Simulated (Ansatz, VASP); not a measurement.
## Two plane-wave programs on Mo

```
CELL_PARAMETERS angstrom
-1.63399 1.63399 1.63399
1.63399 -1.63399 1.63399
1.63399 1.63399 -1.63399
ATOMIC_POSITIONS crystal
Mo 0.00000 0.00000 0.00000
```

Alike in both runs: task single point; functional PBE; k mesh 13 × 13 × 13; no spin polarisation.

```csv
,VASP,Ansatz
version,VASP 6.6.1,Ansatz 0.2.0
potentials or method,"VASP PAW PBE potentials, release 64 (Mo_sv), cutoff 520 eV","plane waves, PAW"
occupations,"methfessel-paxton of order 1, width 0.1 eV","cold, width 0.1 eV"
valence electrons in the cell,14,14
```

|  | VASP | Ansatz | Ansatz less VASP |
| --- | --- | --- | --- |
| pressure (GPa) | -20.5 | -20.8 | -0.36 |
